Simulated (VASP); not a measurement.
# Ca (Im-3m) in VASP: a series of runs

The runs below take Ca through single point, relaxation of cell and atoms, with PBE.

All numbers are computed with VASP 6.6.1; they aren't measurements. Logs are shortened: lines on timing, memory, paths and dates and some standing lists are left out, and cuts for length are marked.

**1. The cell of the first run**

Symmetry: Im-3m, No. 229, cubic system. The conventional cell has a = 4.381 Å, b = 4.381 Å, c = 4.381 Å, α = 90.00°, β = 90.00°, γ = 90.00°. Within 5.0 Å of Ca (site symmetry m-3m) lie 14 Ca at 3.79 to 4.38 Å.

**2. Single point, PBE**

The input, INCAR:

```
PREC = Accurate
ENCUT = 520
EDIFF = 1E-6
ISMEAR = 0
SIGMA = 0.1
LREAL = F
LASPH = T
NELM = 100
ALGO = Normal
ISIF = 2
LWAVE = F
LCHARG = F
GGA = PE
NBANDS = 11
```

The input, KPOINTS:

```
regular mesh
0
Gamma
  14 14 14
```

The input, POSCAR:

```
Ca
1.0
   -2.1904913249      2.1904913249      2.1904913249
    2.1904913249     -2.1904913249      2.1904913249
    2.1904913249      2.1904913249     -2.1904913249
Ca
1
Direct
    0.0000000000      0.0000000000      0.0000000000
```

Potentials or basis: VASP PAW PBE potentials, release 64 (Ca_sv).

Command:

```
$ cat potpaw_PBE.64/Ca_sv/POTCAR > POTCAR
$ mpirun -np 1 vasp_std > vasp.out
```

OUTCAR:

```text
PREC = Accurate
   ENCUT = 520
   EDIFF = 1E-6
   ISMEAR = 0
   LREAL = F
   LASPH = T
   NELM = 100
   ISIF = 2
   GGA = PE

 ion  position               nearest neighbor table
   1  0.000  0.000  0.000-

  LATTYP: Found a body centered cubic cell.
 ALAT       =     4.3809826498

  Lattice vectors:

 A1 = (  -2.1904913249,   2.1904913249,   2.1904913249)
 A2 = (   2.1904913249,  -2.1904913249,   2.1904913249)
 A3 = (   2.1904913249,   2.1904913249,  -2.1904913249)

Analysis of symmetry for initial positions (statically):
=====================================================================
 Subroutine PRICEL returns:
 Original cell was already a primitive cell.

 Routine SETGRP: Setting up the symmetry group for a
 body centered cubic supercell.

 Subroutine GETGRP returns: Found 48 space group operations
 (whereof 48 operations were pure point group operations)
 out of a pool of 48 trial point group operations.

The static configuration has the point symmetry O_h .

Analysis of symmetry for dynamics (positions and initial velocities):
=====================================================================
 Subroutine PRICEL returns:
 Original cell was already a primitive cell.

 Routine SETGRP: Setting up the symmetry group for a
 body centered cubic supercell.

 Subroutine GETGRP returns: Found 48 space group operations
 (whereof 48 operations were pure point group operations)
 out of a pool of 48 trial point group operations.

The dynamic configuration has the point symmetry O_h .

 Subroutine INISYM returns: Found 48 space group operations
 (whereof 48 operations are pure point group operations),
 and found     1 'primitive' translations

----------------------------------------------------------------------------------------

                                     Primitive cell

  volume of cell :      42.0421

  direct lattice vectors                    reciprocal lattice vectors
    -2.190491325  2.190491325  2.190491325     0.000000000  0.228259292  0.228259292
     2.190491325 -2.190491325  2.190491325     0.228259292  0.000000000  0.228259292
     2.190491325  2.190491325 -2.190491325     0.228259292  0.228259292  0.000000000

  length of vectors
     3.794042268  3.794042268  3.794042268     0.322807387  0.322807387  0.322807387

  position of ions in fractional coordinates (direct lattice)
     0.000000000  0.000000000  0.000000000

  ion indices of the primitive-cell ions
   primitive index   ion index
                 1           1

----------------------------------------------------------------------------------------

 KPOINTS: regular mesh

Automatic generation of k-mesh.
 Grid dimensions read from file:
 generate k-points for:   14   14   14

 Generating k-lattice:

  Cartesian coordinates                     Fractional coordinates (reciprocal lattice)
     0.000000000  0.016304235  0.016304235     0.071428571  0.000000000  0.000000000
     0.016304235  0.000000000  0.016304235     0.000000000  0.071428571  0.000000000
     0.016304235  0.016304235  0.000000000     0.000000000  0.000000000  0.071428571

  Length of vectors
     0.023057671  0.023057671  0.023057671

  Shift w.r.t. Gamma in fractional coordinates (k-lattice)
     0.000000000  0.000000000  0.000000000

 Subroutine IBZKPT returns following result:
 ===========================================

 Found    104 irreducible k-points:

 Following reciprocal coordinates:
            Coordinates               Weight
  0.000000  0.000000  0.000000      1.000000
  0.071429  0.000000  0.000000     12.000000
  0.142857  0.000000  0.000000     12.000000
  0.214286  0.000000  0.000000     12.000000
  0.285714  0.000000  0.000000     12.000000
  0.357143  0.000000  0.000000     12.000000
[... 16 lines left out ...]
  0.285714  0.285714  0.000000     24.000000
  0.357143  0.285714  0.000000     24.000000
 [... further k-points ...]
   k-points           NKPTS =    104   k-points in BZ     NKDIM =    104   number of bands    NBANDS=     11
   number of dos      NEDOS =    301   number of ions     NIONS =      1
   total plane-waves  NPLWV =  21952
   dimension x,y,z NGX =    28 NGY =   28 NGZ =   28
   dimension x,y,z NGXF=    56 NGYF=   56 NGZF=   56
   ions per type =               1
   NGX,Y,Z   is equivalent  to a cutoff of  12.27, 12.27, 12.27 a.u.
   NGXF,Y,Z  is equivalent  to a cutoff of  24.54, 24.54, 24.54 a.u.
 SYSTEM =  unknown system
   PREC   = accura    normal or accurate (medium, high low for compatibility)
   ISTART =      0    job   : 0-new  1-cont  2-samecut
   ICHARG =      2    charge: 1-file 2-atom 10-const
   ISPIN  =      1    spin polarized calculation?
   LNONCOLLINEAR =      F non collinear calculations
   LSORBIT =      F    spin-orbit coupling
   LASPH  =      T    aspherical Exc in radial PAW
   ENCUT  =  520.0 eV  38.22 Ry    6.18 a.u.   7.05  7.05  7.05*2*pi/ulx,y,z
   NELM   =    100;   NELMIN=  2; NELMDL= -5     # of ELM steps
   EDIFF  = 0.1E-05   stopping-criterion for ELM
   LREAL  =      F    real-space projection
   EDIFFG = 0.1E-04   stopping-criterion for IOM
   NSW    =      0    number of steps for IOM
   IBRION =     -1    ionic relax: 0-MD 1-quasi-New 2-CG
   NFREE  =      0    steps in history (QN), initial steepest desc. (CG)
   ISIF   =      2    stress and relaxation
   ISYM   =      2    0-nonsym 1-usesym 2-fastsym
   POTIM  = 0.5000    time-step for ionic-motion
   TEBEG  =    0.0;   TEEND  =   0.0 temperature during run
   PSTRESS=    0.0 pullay stress
   NELECT =      10.0000    total number of electrons
   NUPDOWN=      -1.0000    fix difference up-down
   EMIN   =  10.00;   EMAX   =-10.00  energy-range for DOS
   EFERMI =   0.00;   METHOD = LEGACY
   ISMEAR =     0;   SIGMA  =   0.10  broadening in eV -4-tet -1-fermi 0-gaus
   EFERMI_NEDOS =   21; number of points for ismear=-14 and -15
   IALGO  =     38    algorithm
   IMIX   =      4    mixing-type and parameters
     AMIX     =   0.40;   BMIX     =  1.00
     AMIX_MAG =   1.60;   BMIX_MAG =  1.00
  volume/ion in A,a.u.               =      42.04       283.71
  Fermi-wavevector in a.u.,A,eV,Ry     =   1.014332  1.916809 13.998608  1.028869
  Thomas-Fermi vector in A             =   2.147553
   LORBIT       =      0    0 simple, 1 ext, 2 COOP (PROOUT), +10 PAW based schemes
   GGA     = PE    functional components
   LHFCALC =     F    Hartree Fock is set to
   AEXX    =    0.0000 exact exchange contribution
   IVDW    =     0    specifies the selected vdW correction
   LEPSILON=     F    determine dielectric tensor
   LRPA    =     F    only Hartree local field effects (RPA)
 non-spin polarized calculation
 Gauss-broadening in eV      SIGMA  =   0.10
  energy-cutoff  :      520.00
  volume of cell :       42.04
 maximum number of plane-waves:      1157
   NGX = 15   NGY = 15   NGZ = 15

 number of electron      10.0000003 magnetization

 Free energy of the ion-electron system (eV)
  ---------------------------------------------------
  ext. energy  EPLUGINS =         0.00000000
  ---------------------------------------------------
  free energy    TOTEN  =        -1.91666772 eV

  energy without entropy =       -1.90813937  energy(sigma->0) =       -1.91240355

 E-fermi :   2.0349     XC(G=0):  -7.7462

 val. band max:        2.0342305141   @ k =   0.5000   0.5000   0.3571
 cond. band min:       2.0444615309   @ k =  -0.4286  -0.4286   0.1429
 fundamental gap:      0.0102310168
 Fermi energy:         2.0349362655

 k-point     1 :       0.0000    0.0000    0.0000
  band No.  band energies     occupation
      1     -40.0265      2.00000
      2     -20.9416      2.00000
      3     -20.9416      2.00000
      4     -20.9416      2.00000
      5      -2.0528      2.00000
      6       4.3248      0.00000
      7       4.3248      0.00000
      8       4.3248      0.00000
      9       5.3832      0.00000
     10       5.3832      0.00000
     11      12.2429      0.00000

 k-point     2 :       0.0714    0.0000    0.0000
  band No.  band energies     occupation
      1     -40.0258      2.00000
      2     -20.9488      2.00000
      3     -20.9440      2.00000
      4     -20.9416      2.00000
      5      -1.9600      2.00000
      6       4.2665      0.00000
      7       4.2898      0.00000
      8       4.3948      0.00000
      9       5.3129      0.00000
     10       5.3846      0.00000
     11      12.1375      0.00000

 k-point     3 :       0.1429    0.0000    0.0000
  band No.  band energies     occupation
      1     -40.0237      2.00000
      2     -20.9688      2.00000
      3     -20.9507      2.00000
      4     -20.9416      2.00000
      5      -1.6864      2.00000
      6       4.1109      0.00000
      7       4.1333      0.00000
      8       4.6011      0.00000
      9       5.1964      0.00000
     10       5.3943      0.00000
     11      11.5816      0.00000

 k-point     4 :       0.2143    0.0000    0.0000
  band No.  band energies     occupation
      1     -40.0206      2.00000
      2     -20.9976      2.00000
      3     -20.9603      2.00000
      4     -20.9415      2.00000
      5      -1.2466      2.00000
      6       3.7973      0.00000
      7       3.9031      0.00000
      8       4.9306      0.00000
      9       5.1745      0.00000
     10       5.4236      0.00000
     11      10.4943      0.00000

 k-point     5 :       0.2857    0.0000    0.0000
  band No.  band energies     occupation
      1     -40.0173      2.00000
      2     -21.0292      2.00000
      3     -20.9709      2.00000
      4     -20.9415      2.00000
      5      -0.6670      2.00000
      6       3.3459      0.00000
      7       3.6917      0.00000
      8       5.2334      0.00000
      9       5.3572      0.00000
     10       5.4800      0.00000
     11       9.2997      0.00000

 k-point     6 :       0.3571    0.0000    0.0000
  band No.  band energies     occupation
      1     -40.0142      2.00000
      2     -21.0575      2.00000
      3     -20.9805      2.00000
      4     -20.9415      2.00000
      5       0.0087      2.00000
      6       2.8520      0.00000
      7       3.5156      0.00000
      8       5.2921      0.00000
      9       5.5571      0.00000
     10       5.8296      0.00000
     11       8.2881      0.00000

 k-point     7 :       0.4286    0.0000    0.0000
  band No.  band energies     occupation
      1     -40.0121      2.00000
      2     -21.0769      2.00000
      3     -20.9871      2.00000
      4     -20.9414      2.00000
      5       0.6993      2.00000
      6       2.3413      0.00001
      7       3.4004      0.00000
      8       5.2995      0.00000
      9       5.6289      0.00000
     10       6.2435      0.00000
     11       7.6325      0.00000

 k-point     8 :       0.5000    0.0000    0.0000
  band No.  band energies     occupation
      1     -40.0114      2.00000
      2     -21.0838      2.00000
      3     -20.9894      2.00000
      4     -20.9414      2.00000
      5       1.1177      2.00000
      6       2.0002      1.37668
      7       3.3605      0.00000
      8       5.2858      0.00000
      9       5.6591      0.00000
     10       6.4207      0.00000
     11       7.4131      0.00000
[... 141 lines left out ...]
 k-point    19 :       0.4286    0.1429   -0.0000
  band No.  band energies     occupation
      1     -40.0107      2.00000
      2     -21.0746      2.00000
      3     -20.9980      2.00000
      4     -20.9507      2.00000
      5       1.3794      2.00000
      6       2.0176      1.19408
      7       3.2360      0.00000
      8       5.2263      0.00000
      9       5.6723      0.00000
     10       6.5803      0.00000
     11       7.1913      0.00000

 k-point    20 :       0.2143    0.2143    0.0000
  band No.  band energies     occupation
      1     -40.0135      2.00000
      2     -21.0499      2.00000
      3     -20.9859      2.00000
      4     -20.9536      2.00000
      5       0.1815      2.00000
      6       2.9625      0.00000
      7       3.3513      0.00000
      8       5.1566      0.00000
      9       5.6130      0.00000
     10       5.9676      0.00000
     11       8.3429      0.00000

 k-point    21 :       0.2857    0.2143    0.0000
  band No.  band energies     occupation
      1     -40.0114      2.00000
      2     -21.0595      2.00000
      3     -21.0001      2.00000
      4     -20.9555      2.00000
      5       0.8543      2.00000
      6       2.6190      0.00000
      7       3.1533      0.00000
      8       5.2456      0.00000
      9       5.5965      0.00000
     10       6.4126      0.00000
     11       7.5120      0.00000

 k-point    22 :       0.3571    0.2143    0.0000
  band No.  band energies     occupation
      1     -40.0103      2.00000
      2     -21.0634      2.00000
      3     -21.0096      2.00000
      4     -20.9563      2.00000
      5       1.5014      2.00000
      6       2.2012      0.01870
      7       3.0306      0.00000
      8       5.2757      0.00000
      9       5.6288      0.00000
     10       6.7607      0.00000
     11       6.9906      0.00000

 k-point    23 :       0.2857    0.2857    0.0000
  band No.  band energies     occupation
      1     -40.0101      2.00000
      2     -21.0556      2.00000
      3     -21.0176      2.00000
      4     -20.9583      2.00000
      5       1.5020      2.00000
      6       2.4267      0.00000
      7       2.8398      0.00000
      8       5.3607      0.00000
      9       5.5570      0.00000
     10       6.8579      0.00000
     11       6.9112      0.00000

 k-point    24 :       0.3571    0.2857    0.0000
  band No.  band energies     occupation
      1     -40.0096      2.00000
      2     -21.0500      2.00000
      3     -21.0282      2.00000
      4     -20.9591      2.00000
      5       2.0462      0.87298
      6       2.1264      0.19580
      7       2.6542      0.00000
      8       5.4157      0.00000
      9       5.5711      0.00000
     10       6.6275      0.00000
     11       7.1682      0.00000

 [... further k-points ...]
[... 5 lines left out ...]
  --------------------------------------------------------------------------------------
  -------------------------------------------------------------------------------------
  Total        0.0143999      0.0143999      0.0143999      0.0000000     -0.0000000      0.0000000
  in kB        0.5487647      0.5487647      0.5487647      0.0000000     -0.0000000      0.0000000
  external PRESSURE =       0.5487647 kB  Pullay stress =       0.0000000 kB

 VOLUME and BASIS-vectors are now :
 -----------------------------------------------------------------------------
  energy-cutoff  :      520.00
  volume of cell :       42.04
      direct lattice vectors                 reciprocal lattice vectors
    -2.190491325  2.190491325  2.190491325     0.000000000  0.228259292  0.228259292
     2.190491325 -2.190491325  2.190491325     0.228259292  0.000000000  0.228259292
     2.190491325  2.190491325 -2.190491325     0.228259292  0.228259292  0.000000000

 POSITION                                       TOTAL-FORCE (eV/Angst)
 -----------------------------------------------------------------------------------
      0.00000      0.00000      0.00000         0.000000     -0.000000     -0.000000
 -----------------------------------------------------------------------------------
    total drift:                                0.000000      0.000000      0.000000

  FREE ENERGIE OF THE ION-ELECTRON SYSTEM (eV)
  ---------------------------------------------------
  free  energy   TOTEN  =        -1.9166677231 eV

  energy  without entropy=       -1.9081393742  energy(sigma->0) =       -1.91240355
```

Run time: 18 s. Hardware: 1 thread of AMD EPYC 9R45 (Zen 5), shared host; peak memory 0.16 GiB.

Results:

- Free energy: -1.9167 eV
- Pressure: 0.1 GPa
- Band gap on the k mesh: zero (band 5 reaches 2.26 eV, above the bottom of band 6 at 1.99 eV)

**3. Relaxation of cell and atoms, PBE**

This run uses another cell than the first one, of 44.96 Å³/atom, 1.069 times its volume.

The input, INCAR:

```
SYSTEM = Ca
PREC = Accurate ; ENCUT = 600
EDIFF = 1E-7 ; ISMEAR = 0
SIGMA = 0.1 ; LREAL = .FALSE.
LASPH = .TRUE. ; NELM = 100
ALGO = Normal ; ISIF = 3
LWAVE = .FALSE. ; LCHARG = .FALSE.
GGA = PE ; IBRION = 2
NSW = 100 ; EDIFFG = -0.005
```

The input, KPOINTS:

```
regular mesh
0
G
  14 14 14
  0 0 0
```

The input, POSCAR:

```
Ca
1.0
   -2.2400000000      2.2400000000      2.2400000000
    2.2400000000     -2.2400000000      2.2400000000
    2.2400000000      2.2400000000     -2.2400000000
Ca
1
Direct
    0.0000000000      0.0000000000      0.0000000000
```

Potentials or basis: VASP PAW PBE potentials, release 64 (Ca_sv).

Command:

```
$ cat potpaw_PBE.64/Ca_sv/POTCAR > POTCAR
$ mpirun -np 1 vasp_std > vasp.out
```

It took 71 s on 1 thread of AMD EPYC 9R45 (Zen 5), shared host; peak memory 0.19 GiB.

Results (log left out):

- Free energy: -1.9168 eV
- Relaxed volume: 42.22 Å³/atom
- Relaxed cell: a = 3.799 Å, b = 3.799 Å, c = 3.799 Å, α = 109.47°, β = 109.47°, γ = 109.47°
- Space group after relaxing (to 0.05 Å): Im-3m (No. 229)
- Energy gained by relaxing: 8.4 meV/atom
- Ionic steps: 4
- Pressure after relaxing: 0.0 GPa
- Band gap on the k mesh: zero (band 5 reaches 2.24 eV, above the bottom of band 6 at 1.98 eV)

Step by step:
| step | energy change (eV) | largest force (eV/Å) | pressure (GPa) | volume (Å³) |
| --- | --- | --- | --- | --- |
| 1 | 0.0000 | 0.0000 | -0.95 | 44.96 |
| 2 | -0.0072 | 0.0000 | -0.38 | 43.25 |
| 3 | -0.0084 | 0.0000 | -0.02 | 42.28 |
| 4 | -0.0084 | 0.0000 | 0.00 | 42.22 |

Final structure:
```
CELL_PARAMETERS angstrom
-2.19355 2.19355 2.19355
2.19355 -2.19355 2.19355
2.19355 2.19355 -2.19355
ATOMIC_POSITIONS crystal
Ca 0.00000 0.00000 0.00000
```

Levels at points of the mesh, in eV from the Fermi level:
| k point | band 1 | band 2 | band 3 | band 4 | band 5 | band 6 | band 7 | band 8 | band 9 |
| --- | --- | --- | --- | --- | --- | --- | --- | --- | --- |
| (0.00, 0.00, 0.00) | -42.07 | -22.99 | -22.99 | -22.99 | -4.08 | 2.28 | 2.28 | 2.28 | 3.34 |
| (0.50, 0.00, 0.00) | -42.06 | -23.13 | -23.03 | -22.99 | -0.91 | -0.04 | 1.32 | 3.24 | 3.61 |
| (0.50, 0.50, 0.50) | -42.05 | -23.09 | -23.09 | -23.09 | 0.04 | 0.04 | 3.91 | 3.91 | 3.91 |

**4. Single point, PBE**

This run uses another cell than the first one, of 44.96 Å³/atom, 1.069 times its volume.

The input, INCAR:

```
  PREC = Accurate
  ENCUT = 520
  EDIFF = 1E-7
  ISMEAR = 0
  SIGMA = 0.1
  LREAL = F
  LASPH = T
  NELM = 100
  ALGO = Normal
  ISIF = 2
  LWAVE = F
  LCHARG = T
  GGA = PE
  LELF = T
  LVHAR = T
  NBANDS = 11
```

The input, KPOINTS:

```
Automatic mesh
0
Gamma
  6 6 6
```

POSCAR is that of step 3.

Command:

```
$ cat potpaw_PBE.64/Ca_sv/POTCAR > POTCAR
$ mpirun -np 1 vasp_std > vasp.out
```

It took 5.3 s on 1 thread of AMD EPYC 9R45 (Zen 5), shared host; peak memory 0.13 GiB.

It converged, with:

| Quantity | Value |
| --- | --- |
| Free energy | -1.9054 eV |
| Pressure | -0.9 GPa |
| Band gap on the k mesh | zero (band 5 reaches 1.93 eV, above the bottom of band 6 at 1.69 eV) |

Levels at points of the mesh, in eV from the Fermi level:
```csv
k point,band 1,band 2,band 3,band 4,band 5,band 6,band 7,band 8,band 9,band 10
"(0.00, 0.00, 0.00)",-42.24,-23.16,-23.16,-23.16,-3.97,2.18,2.18,2.18,3.17,3.17
"(0.50, 0.00, 0.00)",-42.23,-23.27,-23.20,-23.16,-0.89,-0.09,1.29,3.06,3.41,4.11
"(0.50, 0.50, 0.50)",-42.22,-23.24,-23.24,-23.24,0.10,0.10,3.66,3.66,3.66,3.90
```

**5. Overview**

| task | cell | k mesh | cutoff (eV) | gap on the mesh (eV) | pressure (GPa) |
| --- | --- | --- | --- | --- | --- |
| single point | a = 3.794 Å, angles 109.5°, 1 atom | 14 × 14 × 14 | 520 | none | 0.1 |
| relaxation of cell and atoms | relaxed from a = 3.880 Å, angles 109.5°, 1 atom | 14 × 14 × 14 | 600 | none | 0.0 |
| single point | a = 3.880 Å, angles 109.5°, 1 atom | 6 × 6 × 6 | 520 | none | -0.9 |

Alike in all rows: level PBE; potentials or basis VASP PAW PBE potentials, release 64 (Ca_sv); no spin polarisation; smearing gaussian 0.1 eV.

Absolute energies hang on the potentials; compare differences alone.
